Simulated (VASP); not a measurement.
Wanted: the native input for a VASP 6.6.1 run.

```yaml
Task: single point
Functional: PBE
Potentials_or_basis: VASP PAW PBE potentials, release 64 (Na_pv, Au)
Cutoff: 520 eV
k_mesh: 8 × 8 × 8
Occupations: gaussian, width 0.1 eV
Spin: no spin polarisation
Dipole_correction: no
Further_INCAR_settings: ALGO = Normal; EDIFF = 1e-06; NBANDS = 52
```

The structure of NaAu7 lies in POSCAR:

```
NaAu7
1.0
    0.0000000000      4.1698213534      4.1698213534
    4.1698213534      0.0000000000      4.1698213534
    4.1698213534      4.1698213534      0.0000000000
Na Au
1 7
Direct
    0.0000000000      0.0000000000      0.0000000000
    0.5000000000      0.5000000000      0.5000000000
    0.0000000000      0.5000000000      0.0000000000
    0.5000000000      0.0000000000      0.0000000000
    0.0000000000      0.5000000000      0.5000000000
    0.5000000000      0.0000000000      0.5000000000
    0.0000000000      0.0000000000      0.5000000000
    0.5000000000      0.5000000000      0.0000000000
```

One way to write it, as run:

INCAR

```
PREC = Accurate
ENCUT = 520
EDIFF = 1E-6
ISMEAR = 0
SIGMA = 0.1
LREAL = False
LASPH = True
NELM = 100
ALGO = Normal
ISIF = 2
LWAVE = False
LCHARG = False
GGA = PE
NBANDS = 52
```

KPOINTS

```
Automatic mesh
0
Gamma
  8 8 8
```

Potentials or basis: VASP PAW PBE potentials, release 64 (Na_pv, Au).

The run is started by

```console
$ cat potpaw_PBE.64/Na_pv/POTCAR potpaw_PBE.64/Au/POTCAR > POTCAR
$ mpirun -np 1 vasp_std > vasp.out
```

It gave:

| Item | Value |
| --- | --- |
| Pressure | -0.2 GPa |
| Band gap on the k mesh | zero (bands 42 and 43 overlap by 0.88 eV) |

Caveat: spin-orbit coupling is left out, which moves the levels of the heavy elements.

It took 91 s on 1 thread of Intel(R) Xeon(R) 6975P-C (Granite Rapids) (shared host), peak memory 0.39 GiB.
